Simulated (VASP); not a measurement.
Runs of VASP 6.6.1 on TiAl. The structure is that of space group P-6m2 (No. 187), or close to it. The cells are those of the table. 

| fixed moment (μB) | cell | pressure (GPa) | moment (μB) |
| --- | --- | --- | --- |
| 0.125 | a = 2.885, b = 2.885, c = 4.709 Å, angles 90.0, 90.0, 120.0°, 2 atoms | (a) | 0.12 |
| 0.5 | a = 2.885, b = 2.885, c = 4.709 Å, angles 90.0, 90.0, 120.0°, 2 atoms | -7.6 | 0.50 |
| 0.75 | a = 2.885, b = 2.885, c = 4.709 Å, angles 90.0, 90.0, 120.0°, 2 atoms | -7.3 | 0.75 |
| 0.125 | a = 2.812, b = 2.812, c = 4.590 Å, angles 90.0, 90.0, 120.0°, 2 atoms | (b) | 0.12 |
| 0.625 | a = 2.812, b = 2.812, c = 4.590 Å, angles 90.0, 90.0, 120.0°, 2 atoms | 0.4 | 0.62 |

Alike in all rows: task single point; level LDA; potentials or basis VASP PAW LDA potentials, release 64 (Ti_sv, Al); spin collinear; k mesh 21 × 21 × 12; cutoff (eV) 520; smearing gaussian 0.15 eV.

**Question.** Estimate the missing entries.

**Answer.** (a) -7.7; (b) 0.1.

Caveats: the total moment is fixed, so each spin has its own Fermi level and the state may be an excited one; the cell stands under tension (at least some runs).
